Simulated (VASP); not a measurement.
# Ti5Al6Ni (P4/mmm) in VASP: single point with PBE

Aim: the single point of Ti5Al6Ni with PBE.

Program: VASP 6.6.1. These are calculated values, not measurements. Logs are shortened: lines on timing, memory, paths and dates and some standing lists are left out, and cuts for length are marked.

## Step 1: The cell of the first run

It takes space group P4/mmm (No. 123, tetragonal). The conventional cell has a = 2.842 Å, b = 2.842 Å, c = 23.102 Å, α = 90.00°, β = 90.00°, γ = 90.00°. Within 3.7 Å of Ti (site symmetry 4mm) lie 4 Ti at 2.84 Å and 8 Al at 2.85 to 2.86 Å. Within 3.7 Å of Ti (site symmetry 4/mmm) lie 4 Ti at 2.84 Å and 8 Al at 2.85 Å. Ti (site symmetry 4mm) has 8 Al at 2.81 to 2.85 Å and 4 Ti at 2.84 Å and 1 Ni at 3.45 Å within 3.7 Å. Within 3.7 Å of Al (site symmetry 4mm) lie 4 Al at 2.84 Å and 8 Ti at 2.85 Å. Al (site symmetry 4mm) has 4 Al at 2.84 Å and 8 Ti at 2.85 to 2.86 Å within 3.7 Å. Al (site symmetry 4mm) has 4 Ni at 2.50 Å and 4 Ti at 2.81 Å and 5 Al at 2.84 to 2.97 Å within 3.3 Å. Ni (site symmetry 4/mmm) has 8 Al at 2.50 Å and 4 Ni at 2.84 Å within 3.3 Å.

## Step 2: Single point, PBE, collinear spin, ferromagnetic start

Contents of INCAR:

```
ALGO = Normal
EDIFF = 1E-6
ENCUT = 520
GGA = PE
ISIF = 2
ISMEAR = 0
ISPIN = 2
LASPH = True
LCHARG = True
LELF = True
LMAXMIX = 4
LORBIT = 11
LREAL = False
LVHAR = True
LWAVE = False
MAGMOM = 0 0 0 0 0 0 0 0 0 0 0 2
NBANDS = 60
NELM = 150
PREC = Accurate
SIGMA = 0.1
```

Contents of KPOINTS:

```
k-points
0
Gamma
  6 6 1
```

Contents of POSCAR:

```
Ti5Al6Ni
1.0
    2.8418436197      0.0000000000      0.0000000000
    0.0000000000      2.8418436197      0.0000000000
    0.0000000000      0.0000000000     23.1019411558
Ti Al Ni
5 6 1
Direct
    0.5000000000      0.5000000000      0.8243318871
    0.5000000000      0.5000000000      0.0000000000
    0.5000000000      0.5000000000      0.1756681129
    0.5000000000      0.5000000000      0.3505135672
    0.5000000000      0.5000000000      0.6494864328
    0.0000000000      0.0000000000      0.7371133427
    0.0000000000      0.0000000000      0.9122346919
    0.0000000000      0.0000000000      0.0877653081
    0.0000000000      0.0000000000      0.2628866573
    0.0000000000      0.0000000000      0.4358220538
    0.0000000000      0.0000000000      0.5641779462
    0.5000000000      0.5000000000      0.5000000000
```

Potentials or basis: VASP PAW PBE potentials, release 64 (Ti_sv, Al, Ni).

Run with:

```
$ cat potpaw_PBE.64/Ti_sv/POTCAR potpaw_PBE.64/Al/POTCAR potpaw_PBE.64/Ni/POTCAR > POTCAR
$ mpirun -np 1 vasp_std > vasp.out
```

OUTCAR:

```text
EDIFF = 1E-6
   ENCUT = 520
   GGA = PE
   ISIF = 2
   ISMEAR = 0
   ISPIN = 2
   LASPH = True
   LORBIT = 11
   LREAL = False
   NELM = 150
   PREC = Accurate

 ion  position               nearest neighbor table
   1  0.500  0.500  0.824-   6 2.85   6 2.85   6 2.85   6 2.85   7 2.86   7 2.86   7 2.86   7 2.86

   2  0.500  0.500  0.000-   7 2.85   8 2.85   7 2.85   8 2.85   7 2.85   8 2.85   7 2.85   8 2.85

   3  0.500  0.500  0.176-   9 2.85   9 2.85   9 2.85   9 2.85   8 2.86   8 2.86   8 2.86   8 2.86
[... 13 lines left out ...]
  10  0.000  0.000  0.436-  12 2.50  12 2.50  12 2.50  12 2.50   4 2.81   4 2.81   4 2.81   4 2.81
                            11 2.97
  11  0.000  0.000  0.564-  12 2.50  12 2.50  12 2.50  12 2.50   5 2.81   5 2.81   5 2.81   5 2.81
                            10 2.97
  12  0.500  0.500  0.500-  10 2.50  11 2.50  10 2.50  11 2.50  10 2.50  11 2.50  10 2.50  11 2.50

  LATTYP: Found a simple tetragonal cell.
 ALAT       =     2.8418436197
 C/A-ratio  =     8.1292091499

  Lattice vectors:

 A1 = (   2.8418436197,   0.0000000000,   0.0000000000)
 A2 = (   0.0000000000,   2.8418436197,   0.0000000000)
 A3 = (   0.0000000000,   0.0000000000,  23.1019411558)

Analysis of symmetry for initial positions (statically):
=====================================================================
 Subroutine PRICEL returns:
 Original cell was already a primitive cell.

 Routine SETGRP: Setting up the symmetry group for a
 simple tetragonal supercell.

 Subroutine GETGRP returns: Found 16 space group operations
 (whereof 16 operations were pure point group operations)
 out of a pool of 16 trial point group operations.

The static configuration has the point symmetry D_4h.

Analysis of symmetry for dynamics (positions and initial velocities):
=====================================================================
 Subroutine PRICEL returns:
 Original cell was already a primitive cell.

 Routine SETGRP: Setting up the symmetry group for a
 simple tetragonal supercell.

 Subroutine GETGRP returns: Found 16 space group operations
 (whereof 16 operations were pure point group operations)
 out of a pool of 16 trial point group operations.

The dynamic configuration has the point symmetry D_4h.

Analysis of structural, dynamic, and magnetic symmetry:
=====================================================================
 Subroutine PRICEL returns:
 Original cell was already a primitive cell.

 Routine SETGRP: Setting up the symmetry group for a
 simple tetragonal supercell.

 Subroutine GETGRP returns: Found 16 space group operations
 (whereof 16 operations were pure point group operations)
 out of a pool of 16 trial point group operations.

The overall configuration has the point symmetry D_4h.

 Subroutine INISYM returns: Found 16 space group operations
 (whereof 16 operations are pure point group operations),
 and found     1 'primitive' translations

----------------------------------------------------------------------------------------

                                     Primitive cell

  volume of cell :     186.5730

  direct lattice vectors                    reciprocal lattice vectors
     2.841843620  0.000000000  0.000000000     0.351884246  0.000000000  0.000000000
     0.000000000  2.841843620  0.000000000     0.000000000  0.351884246  0.000000000
     0.000000000  0.000000000 23.101941156     0.000000000  0.000000000  0.043286406

  length of vectors
     2.841843620  2.841843620 23.101941156     0.351884246  0.351884246  0.043286406

  position of ions in fractional coordinates (direct lattice)
     0.500000000  0.500000000  0.824331887
     0.500000000  0.500000000  0.000000000
     0.500000000  0.500000000  0.175668113
     0.500000000  0.500000000  0.350513567
     0.500000000  0.500000000  0.649486433
[... 71 lines left out ...]
   ISTART =      0    job   : 0-new  1-cont  2-samecut
   ICHARG =      2    charge: 1-file 2-atom 10-const
   ISPIN  =      2    spin polarized calculation?
   LNONCOLLINEAR =      F non collinear calculations
   LSORBIT =      F    spin-orbit coupling
   LASPH  =      T    aspherical Exc in radial PAW
   ENCUT  =  520.0 eV  38.22 Ry    6.18 a.u.   5.28  5.28 42.95*2*pi/ulx,y,z
   NELM   =    150;   NELMIN=  2; NELMDL= -5     # of ELM steps
   EDIFF  = 0.1E-05   stopping-criterion for ELM
   LREAL  =      F    real-space projection
   EDIFFG = 0.1E-04   stopping-criterion for IOM
   NSW    =      0    number of steps for IOM
   IBRION =     -1    ionic relax: 0-MD 1-quasi-New 2-CG
   NFREE  =      0    steps in history (QN), initial steepest desc. (CG)
   ISIF   =      2    stress and relaxation
   ISYM   =      2    0-nonsym 1-usesym 2-fastsym
   POTIM  = 0.5000    time-step for ionic-motion
   TEBEG  =    0.0;   TEEND  =   0.0 temperature during run
   PSTRESS=    0.0 pullay stress
   NELECT =      88.0000    total number of electrons
   NUPDOWN=      -1.0000    fix difference up-down
   EMIN   =  10.00;   EMAX   =-10.00  energy-range for DOS
   EFERMI =   0.00;   METHOD = LEGACY
   ISMEAR =     0;   SIGMA  =   0.10  broadening in eV -4-tet -1-fermi 0-gaus
   EFERMI_NEDOS =   21; number of points for ismear=-14 and -15
   IALGO  =     38    algorithm
   IMIX   =      4    mixing-type and parameters
     AMIX     =   0.40;   BMIX     =  1.00
     AMIX_MAG =   1.60;   BMIX_MAG =  1.00
  volume/ion in A,a.u.               =      15.55       104.92
  Fermi-wavevector in a.u.,A,eV,Ry     =   1.274342  2.408158 22.095159  1.623948
  Thomas-Fermi vector in A             =   2.407116
   LORBIT       =     11    0 simple, 1 ext, 2 COOP (PROOUT), +10 PAW based schemes
   GGA     = PE    functional components
   LHFCALC =     F    Hartree Fock is set to
   AEXX    =    0.0000 exact exchange contribution
   IVDW    =     0    specifies the selected vdW correction
   LEPSILON=     F    determine dielectric tensor
   LRPA    =     F    only Hartree local field effects (RPA)
 spin polarized calculation
 Gauss-broadening in eV      SIGMA  =   0.10
  energy-cutoff  :      520.00
  volume of cell :      186.57
 maximum number of plane-waves:      5067
 NGX is ok and might be reduce to    24
   NGX = 11   NGY = 11   NGZ = 85

 number of electron      87.9999998 magnetization       0.0029128

 number of electron      87.9999998 magnetization      -0.0000599

 Free energy of the ion-electron system (eV)
  ---------------------------------------------------
  ext. energy  EPLUGINS =         0.00000000
  ---------------------------------------------------
  free energy    TOTEN  =       -72.60230102 eV

  energy without entropy =      -72.55191127  energy(sigma->0) =      -72.57710614

 E-fermi :   8.5671     XC(G=0): -11.1578

 val. band max:        8.5418387572   @ k =   0.3333   0.3333   0.0000
 cond. band min:       8.6000811847   @ k =   0.1667   0.0000   0.0000
 fundamental gap:      0.0582424275
 Fermi energy:         8.5671197174

 spin component 1

 k-point     1 :       0.0000    0.0000    0.0000
  band No.  band energies     occupation
      1     -48.1825      1.00000
      2     -48.1587      1.00000
      3     -48.1587      1.00000
      4     -48.1125      1.00000
      5     -48.1125      1.00000
      6     -24.6002      1.00000
[... 579 lines left out ...]
     55      10.7952      0.00000
     56      11.0347      0.00000
 Fermi energy:         8.5671197174

 spin component 2

 k-point     1 :       0.0000    0.0000    0.0000
  band No.  band energies     occupation
      1     -48.1825      1.00000
      2     -48.1584      1.00000
      3     -48.1584      1.00000
      4     -48.1129      1.00000
      5     -48.1129      1.00000
      6     -24.6001      1.00000
[... 579 lines left out ...]
     55      10.7952      0.00000
     56      11.0346      0.00000
 [bands above 56 left out]

------------------------ aborting loop because EDIFF is reached ----------------------------------------

  FORCE on cell =-STRESS in cart. coord.  units (eV):
  Direction    XX          YY          ZZ          XY          YZ          ZX
  --------------------------------------------------------------------------------------
  -------------------------------------------------------------------------------------
  Total       -0.0010618     -0.0010618      0.1265563      0.0000000      0.0000000      0.0000000
  in kB       -0.0091183     -0.0091183      1.0867900      0.0000000      0.0000000      0.0000000
  external PRESSURE =       0.3561844 kB  Pullay stress =       0.0000000 kB

 VOLUME and BASIS-vectors are now :
 -----------------------------------------------------------------------------
  energy-cutoff  :      520.00
  volume of cell :      186.57
      direct lattice vectors                 reciprocal lattice vectors
     2.841843620  0.000000000  0.000000000     0.351884246  0.000000000  0.000000000
     0.000000000  2.841843620  0.000000000     0.000000000  0.351884246  0.000000000
     0.000000000  0.000000000 23.101941156     0.000000000  0.000000000  0.043286406

 POSITION                                       TOTAL-FORCE (eV/Angst)
 -----------------------------------------------------------------------------------
      1.42092      1.42092     19.04367         0.000000     -0.000000      0.001549
      1.42092      1.42092      0.00000        -0.000000     -0.000000      0.000000
      1.42092      1.42092      4.05827        -0.000000      0.000000     -0.001549
      1.42092      1.42092      8.09754        -0.000000     -0.000000     -0.005751
      1.42092      1.42092     15.00440        -0.000000      0.000000      0.005751
      0.00000      0.00000     17.02875        -0.000000     -0.000000      0.000385
      0.00000      0.00000     21.07439        -0.000000     -0.000000      0.001407
      0.00000      0.00000      2.02755        -0.000000     -0.000000     -0.001407
      0.00000      0.00000      6.07319        -0.000000     -0.000000     -0.000385
      0.00000      0.00000     10.06834        -0.000000     -0.000000      0.000941
      0.00000      0.00000     13.03361        -0.000000     -0.000000     -0.000941
      1.42092      1.42092     11.55097        -0.000000     -0.000000      0.000000
 -----------------------------------------------------------------------------------
    total drift:                                0.000000     -0.000000      0.000000

  FREE ENERGIE OF THE ION-ELECTRON SYSTEM (eV)
  ---------------------------------------------------
  free  energy   TOTEN  =       -72.6023010204 eV

  energy  without entropy=      -72.5519112653  energy(sigma->0) =      -72.57710614

 total charge

# of ion       s       p       d       tot
------------------------------------------
    1        2.202   6.116   1.946  10.265
    2        2.202   6.116   1.942  10.260
    3        2.202   6.116   1.946  10.265
    4        2.204   6.119   1.955  10.278
    5        2.204   6.119   1.955  10.278
    6        0.412   0.413   0.000   0.825
    7        0.411   0.412   0.000   0.823
    8        0.411   0.412   0.000   0.823
    9        0.412   0.413   0.000   0.825
   10        0.402   0.417   0.000   0.819
   11        0.402   0.417   0.000   0.819
   12        0.472   0.508   8.470   9.450
--------------------------------------------------
tot         13.937  33.577  18.215  65.729

 magnetization (x)

# of ion       s       p       d       tot
------------------------------------------
    1        0.000   0.000   0.000   0.000
    2        0.000  -0.000  -0.000  -0.000
    3        0.000   0.000   0.000   0.000
    4       -0.000  -0.000  -0.000  -0.000
    5       -0.000  -0.000  -0.000  -0.000
    6       -0.000  -0.000   0.000  -0.000
    7       -0.000   0.000   0.000  -0.000
    8       -0.000   0.000   0.000  -0.000
    9       -0.000  -0.000   0.000  -0.000
   10        0.000   0.000   0.000   0.000
   11        0.000   0.000   0.000   0.000
   12       -0.000   0.000  -0.000  -0.000
--------------------------------------------------
tot         -0.000   0.000  -0.000  -0.000
```

Run time: 8.9 min. Hardware: 1 thread of Intel Xeon Platinum 8259CL at 2.50GHz (Skylake/Cascade Lake), shared host; peak memory 0.49 GiB.

What came out:

- Free energy: -72.6023 eV
- Pressure: 0.0 GPa
- Largest force: 0.006 eV/Å
- Band gap on the k mesh: zero (filled and empty bands overlap)
- Net moment: 0.00 μB per cell
- Valence electrons inside the program's atomic spheres: Ti 10.27, 10.26, 10.28; Al 0.82; Ni 9.45

Forces in eV/Å, atoms in the order of the input:
```
Ti   0.000  0.000  0.002
Ti   0.000  0.000  0.000
Ti   0.000  0.000 -0.002
Ti   0.000  0.000 -0.006
Ti   0.000  0.000  0.006
Al   0.000  0.000  0.000
Al   0.000  0.000  0.001
Al   0.000  0.000 -0.001
Al   0.000  0.000  0.000
Al   0.000  0.000  0.001
Al   0.000  0.000 -0.001
Ni   0.000  0.000  0.000
```

Levels at points of the mesh, in eV from the Fermi level:
Spin up:
```csv
k point,band 40,band 41,band 42,band 43,band 44,band 45,band 46,band 47,band 48,band 49
"(0.00, 0.00, 0.00)",-0.75,-0.72,-0.45,-0.17,0.27,0.40,0.57,1.64,1.68,1.68
"(0.50, 0.00, 0.00)",-1.40,-1.29,-1.25,-0.78,-0.71,-0.44,-0.36,-0.33,1.35,1.63
"(0.50, 0.50, 0.00)",-0.92,-0.50,-0.50,-0.40,-0.22,0.36,0.59,0.59,0.71,0.76
```
Spin down:
```tsv
k point	band 40	band 41	band 42	band 43	band 44	band 45	band 46	band 47	band 48	band 49
(0.00, 0.00, 0.00)	-0.75	-0.72	-0.45	-0.17	0.27	0.40	0.57	1.64	1.68	1.68
(0.50, 0.00, 0.00)	-1.40	-1.29	-1.25	-0.78	-0.71	-0.44	-0.36	-0.33	1.35	1.63
(0.50, 0.50, 0.00)	-0.92	-0.50	-0.50	-0.40	-0.22	0.36	0.59	0.59	0.71	0.76
```

Caveat: the k points lie up to 0.37 Å⁻¹ apart; the starting moments collapsed, and a magnetic state may lie lower.
